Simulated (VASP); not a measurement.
# Y (Fm-3m) in VASP: a series of runs, part 2 of 3

VASP 6.6.1. Earlier steps stand in the parts before.

## Step 3: Single point, RPBE+D4

This run uses another cell than the first one, of 32.28 Å³/atom, 1.474 times its volume.

Contents of INCAR:

```
PREC = Accurate
ENCUT = 520
EDIFF = 1E-6
ISMEAR = -1
SIGMA = 0.05
LREAL = False
LASPH = True
NELM = 100
ALGO = Normal
ISIF = 2
LWAVE = False
LCHARG = False
GGA = RP
IVDW = 13
NBANDS = 12
```

Contents of KPOINTS:

```
regular mesh
0
Gamma
  9 9 9
```

Contents of POSCAR:

```
Y
1.0
    0.0000000000      2.5270710805      2.5270710805
    2.5270710805      0.0000000000      2.5270710805
    2.5270710805      2.5270710805      0.0000000000
Y
1
Direct
    0.0000000000      0.0000000000      0.0000000000
```

Potentials or basis: VASP PAW PBE potentials, release 64 (Y_sv).

Started as:

```
cat potpaw_PBE.64/Y_sv/POTCAR > POTCAR
mpirun -np 1 vasp_std > vasp.out
```

Run time: 11 s. Hardware: 1 thread of Intel Xeon 6975P-C (Granite Rapids), shared host; peak memory 0.17 GiB.

The run converged. Its results:

```
Free energy                : -6.4701 eV
Pressure                   : -0.1 GPa
Dispersion energy per atom : -0.391 eV
```

Levels at points of the mesh, in eV from the Fermi level:
| k point | band 3 | band 4 | band 5 | band 6 | band 7 | band 8 |
| --- | --- | --- | --- | --- | --- | --- |
| (0.00, 0.00, 0.00) | -22.43 | -22.43 | -4.79 | 1.78 | 1.78 | 1.78 |

Caveat: the PAW data sets were made with another functional, which shifts forces and pressure a little; pairwise dispersion overbinds metals, which lowers pressure and volume.

## Step 4: Relaxation of cell and atoms, PBE

This run uses another cell than the first one, of 33.24 Å³/atom, 1.518 times its volume.

Contents of INCAR:

```
SYSTEM = Y
PREC     = Accurate       ! precision mode
ENCUT    = 600            ! plane-wave cutoff, eV
EDIFF    = 1E-7           ! SCF threshold, eV
ISMEAR   = -1             ! smearing method
SIGMA    = 0.05           ! smearing width, eV
LREAL    = .False.        ! projectors in reciprocal space
LASPH    = .True.         ! aspherical terms in the spheres
NELM     = 80             ! most SCF steps
ALGO     = Normal         ! electronic algorithm
ISIF     = 3              ! what is computed and relaxed
LWAVE    = .False.        ! write WAVECAR
LCHARG   = .False.        ! write CHGCAR
GGA      = PE             ! functional
IBRION   = 2              ! ionic algorithm
NSW      = 60             ! ionic steps
EDIFFG   = -0.01          ! ionic threshold
```

Contents of KPOINTS:

```
Automatic mesh
0
Gamma
  7 7 7
  0 0 0
```

Contents of POSCAR:

```
Y
1.0
    0.0000000000      2.5519910612      2.5519910612
    2.5519910612      0.0000000000      2.5519910612
    2.5519910612      2.5519910612      0.0000000000
Y
1
Direct
    0.0000000000      0.0000000000      0.0000000000
```

Started as:

```
cat potpaw_PBE.64/Y_sv/POTCAR > POTCAR
mpirun -np 1 vasp_std > vasp.out
```

It took 21 s on 1 thread of Intel Xeon 6975P-C (Granite Rapids), shared host; peak memory 0.19 GiB.

The run converged. Its results:

* Free energy: -6.4172 eV
* Relaxed volume: 32.32 Å³/atom
* Relaxed cell: a = 3.575 Å, b = 3.575 Å, c = 3.575 Å, α = 60.00°, β = 60.00°, γ = 60.00°
* Space group after relaxing (to 0.05 Å): Fm-3m (No. 225)
* Energy gained by relaxing: 3.1 meV/atom
* Ionic steps: 3
* Pressure after relaxing: 0.0 GPa

Step by step:
| step | energy change (eV) | largest force (eV/Å) | pressure (GPa) | volume (Å³) |
| --- | --- | --- | --- | --- |
| 1 | 0.0000 | 0.0000 | -1.06 | 33.24 |
| 2 | -0.0031 | 0.0000 | 0.16 | 32.19 |
| 3 | -0.0031 | 0.0000 | 0.00 | 32.32 |

Final structure:
```yaml
crystal:
  lattice:
    - [0.00000, 2.52814, 2.52814]
    - [2.52814, 0.00000, 2.52814]
    - [2.52814, 2.52814, 0.00000]
  atoms:
    - { symbol: Y, position: [0.00000, 0.00000, 0.00000] }
```

Levels at points of the mesh, in eV from the Fermi level:
| k point | band 1 | band 2 | band 3 | band 4 | band 5 | band 6 | band 7 | band 8 | band 9 |
| --- | --- | --- | --- | --- | --- | --- | --- | --- | --- |
| (0.00, 0.00, 0.00) | -42.67 | -22.36 | -22.36 | -22.36 | -4.78 | 1.79 | 1.79 | 1.79 | 3.81 |

## Step 5: Relaxation of cell and atoms, RPBE+D3(BJ)

This run uses another cell than the first one, of 33.24 Å³/atom, 1.518 times its volume.

Contents of INCAR:

```
SYSTEM = Y
PREC     = Accurate       ! precision mode
ENCUT    = 600            ! plane-wave cutoff, eV
EDIFF    = 1E-7           ! SCF threshold, eV
ISMEAR   = -1             ! smearing method
SIGMA    = 0.05           ! smearing width, eV
LREAL    = .FALSE.        ! projectors in reciprocal space
LASPH    = .TRUE.         ! aspherical terms in the spheres
NELM     = 100            ! most SCF steps
ALGO     = Normal         ! electronic algorithm
ISIF     = 3              ! what is computed and relaxed
LWAVE    = .FALSE.        ! write WAVECAR
LCHARG   = .FALSE.        ! write CHGCAR
GGA      = RP             ! functional
IVDW     = 12             ! dispersion correction
IBRION   = 2              ! ionic algorithm
NSW      = 60             ! ionic steps
EDIFFG   = -0.01          ! ionic threshold
```

Contents of KPOINTS:

```
Automatic mesh
0
G
  9 9 9
  0 0 0
```

POSCAR is that of step 4.

Potentials or basis: VASP PAW PBE potentials, release 64 (Y_sv).

Started as:

```
cat potpaw_PBE.64/Y_sv/POTCAR > POTCAR
mpirun -np 1 vasp_std > vasp.out
```

OUTCAR:

```text
SYSTEM = Y
   PREC = Accurate
   ENCUT = 600
   EDIFF = 1E-7
   ISMEAR = -1
   LREAL = .FALSE.
   LASPH = .TRUE.
   NELM = 100
   ISIF = 3
   GGA = RP
   IVDW = 12
   IBRION = 2
   NSW = 60
   EDIFFG = -0.01
 IVDW          = 12

 ion  position               nearest neighbor table
   1  0.000  0.000  0.000-

  LATTYP: Found a face centered cubic cell.
 ALAT       =     5.1039821224

  Lattice vectors:

 A1 = (   0.0000000000,   2.5519910612,   2.5519910612)
 A2 = (   2.5519910612,   0.0000000000,   2.5519910612)
 A3 = (   2.5519910612,   2.5519910612,   0.0000000000)

Analysis of symmetry for initial positions (statically):
=====================================================================
 Subroutine PRICEL returns:
 Original cell was already a primitive cell.

 Routine SETGRP: Setting up the symmetry group for a
 face centered cubic supercell.

 Subroutine GETGRP returns: Found 48 space group operations
 (whereof 48 operations were pure point group operations)
 out of a pool of 48 trial point group operations.

The static configuration has the point symmetry O_h .

Analysis of symmetry for dynamics (positions and initial velocities):
=====================================================================
 Subroutine PRICEL returns:
 Original cell was already a primitive cell.

 Routine SETGRP: Setting up the symmetry group for a
 face centered cubic supercell.

 Subroutine GETGRP returns: Found 48 space group operations
 (whereof 48 operations were pure point group operations)
 out of a pool of 48 trial point group operations.

The dynamic configuration has the point symmetry O_h .

 Subroutine INISYM returns: Found 48 space group operations
 (whereof 48 operations are pure point group operations),
 and found     1 'primitive' translations

----------------------------------------------------------------------------------------

                                     Primitive cell

  volume of cell :      33.2405

[... 106 lines left out ...]
     AMIX_MAG =   1.60;   BMIX_MAG =  1.00
  volume/ion in A,a.u.               =      33.24       224.32
  Fermi-wavevector in a.u.,A,eV,Ry     =   1.132357  2.139844 17.445821  1.282232
  Thomas-Fermi vector in A             =   2.269058
   LORBIT       =      0    0 simple, 1 ext, 2 COOP (PROOUT), +10 PAW based schemes
   GGA     = RP    functional components
   LHFCALC =     F    Hartree Fock is set to
   AEXX    =    0.0000 exact exchange contribution
   IVDW    =    12    specifies the selected vdW correction
   LEPSILON=     F    determine dielectric tensor
   LRPA    =     F    only Hartree local field effects (RPA)
 conjugate gradient relaxation of ions
 non-spin polarized calculation
  energy-cutoff  :      600.00
  volume of cell :       33.24
 maximum number of plane-waves:      1125
 NGX is ok and might be reduce to    30
   NGX = 15   NGY = 15   NGZ = 15

--------------------------------------- Ionic step        1  -------------------------------------------

 number of electron      11.0000000 magnetization

 Free energy of the ion-electron system (eV)
  ---------------------------------------------------
  ext. energy  EPLUGINS =         0.00000000
  ---------------------------------------------------
  free energy    TOTEN  =        -6.08606297 eV

  energy without entropy =       -6.07239540  energy(sigma->0) =       -6.07922918

 E-fermi :   3.1225     XC(G=0):  -9.2880

 val. band max:        3.0678706577   @ k =  -0.4444   0.2222   0.1111
 cond. band min:       3.1342981319   @ k =   0.3333   0.2222   0.0000
 fundamental gap:      0.0664274742
 Fermi energy:         3.1224808804

 k-point     1 :       0.0000    0.0000    0.0000
  band No.  band energies     occupation
      1     -39.6863      2.00000
      2     -19.4002      2.00000
      3     -19.4002      2.00000
      4     -19.4002      2.00000
      5      -1.6203      2.00000
      6       4.8754      0.00000
      7       4.8754      0.00000
      8       4.8754      0.00000
      9       6.8314      0.00000
[... 386 lines left out ...]
  FREE ENERGIE OF THE ION-ELECTRON SYSTEM (eV)
  ---------------------------------------------------
  free  energy   TOTEN  =        -9.0674908979 eV

  energy  without entropy=       -9.0567324774  energy(sigma->0) =       -9.06211169

[... ionic steps 4 to 13 ...]

--------------------------------------- Ionic step       14  -------------------------------------------

 number of electron      11.0000000 magnetization

------------------------ aborting loop because EDIFF is reached ----------------------------------------
[... 73 lines left out ...]
--------------------------------------- Ionic step       16  -------------------------------------------

 number of electron      11.0000000 magnetization

 Free energy of the ion-electron system (eV)
  ---------------------------------------------------
  ext. energy  EPLUGINS =         0.00000000
  ---------------------------------------------------
  free energy    TOTEN  =        -5.22184797 eV

  energy without entropy =       -5.21118504  energy(sigma->0) =       -5.21651651

 E-fermi :   5.4222     XC(G=0): -11.0749

 val. band max:        5.3670451457   @ k =  -0.2222   0.3333   0.1111
 cond. band min:       5.4839247372   @ k =  -0.4444   0.2222   0.1111
 fundamental gap:      0.1168795915
 Fermi energy:         5.4222002107

 k-point     1 :       0.0000    0.0000    0.0000
  band No.  band energies     occupation
      1     -36.6369      2.00000
      2     -15.6976      2.00000
      3     -15.6976      2.00000
      4     -15.6976      2.00000
      5       0.3880      2.00000
      6       7.5483      0.00000
      7       7.5483      0.00000
      8       7.5483      0.00000
      9      10.7469      0.00000
[... 308 lines left out ...]
  FREE ENERGIE OF THE ION-ELECTRON SYSTEM (eV)
  ---------------------------------------------------
  free  energy   TOTEN  =        -9.0682483287 eV

  energy  without entropy=       -9.0575854032  energy(sigma->0) =       -9.06291687

 reached required accuracy - stopping structural energy minimisation
```

CONTCAR:

```text
Y
   1.00000000000000
     0.0000000000000000    2.2173445084213044    2.2173445084213044
     2.2173445084213044   -0.0000000000000000    2.2173445084213044
     2.2173445084213044    2.2173445084213044   -0.0000000000000000
  Y
     1
Direct
     0.0000000000000000    0.0000000000000000    0.0000000000000000

  0.00000000E+00  0.00000000E+00  0.00000000E+00
```

It took 95 s on 1 thread of Intel Xeon 6975P-C (Granite Rapids), shared host; peak memory 0.22 GiB.

Results:

```
Free energy                            : -9.0682 eV
Relaxed volume                         : 21.80 Å³/atom
Relaxed cell                           : a = 3.136 Å, b = 3.136 Å, c = 3.136 Å, α = 60.00°, β = 60.00°, γ = 60.00°
Space group after relaxing (to 0.05 Å) : Fm-3m (No. 225)
Energy gained by relaxing              : 792.9 meV/atom
Ionic steps                            : 16
Pressure after relaxing                : 0.0 GPa
Dispersion energy per atom             : -3.846 eV
```

The path:
| step | energy change (eV) | largest force (eV/Å) | pressure (GPa) | volume (Å³) |
| --- | --- | --- | --- | --- |
| 1 | 0.0000 | 0.0000 | -16.17 | 33.24 |
| 2 | -0.7344 | 0.0000 | 8.42 | 19.57 |
| 3 | -0.7921 | 0.0000 | 0.92 | 21.54 |
| 4 | -0.7928 | 0.0000 | -0.36 | 21.90 |
| 5 | -0.7928 | 0.0000 | -0.35 | 21.90 |
| 6 | -0.7928 | 0.0000 | -0.33 | 21.89 |
| 7 | -0.7928 | 0.0000 | -0.33 | 21.89 |
| 8 | -0.7928 | 0.0000 | -0.33 | 21.89 |
| 9 | -0.7928 | 0.0000 | -0.34 | 21.89 |
| 10 | -0.7928 | 0.0000 | -0.26 | 21.89 |
| 11 | -0.7928 | 0.0000 | -0.32 | 21.89 |
| 12 | -0.7928 | 0.0000 | -0.31 | 21.88 |
| 13 | -0.7928 | 0.0000 | -0.29 | 21.88 |
| 14 | -0.7929 | 0.0000 | -0.24 | 21.87 |
| 15 | -0.7929 | 0.0000 | -0.17 | 21.85 |
| 16 | -0.7929 | 0.0000 | -0.01 | 21.80 |

Final structure:
```yaml
crystal:
  lattice:
    - [0.00000, 2.21734, 2.21734]
    - [2.21734, 0.00000, 2.21734]
    - [2.21734, 2.21734, 0.00000]
  atoms:
    - { symbol: Y, position: [0.00000, 0.00000, 0.00000] }
```

Caveat: the volume moved by over 15 % at a fixed basis, so the end points are rough; the PAW data sets were made with another functional, which shifts forces and pressure a little; pairwise dispersion overbinds metals, which lowers pressure and volume.

(Continued in part 3 of 3.)
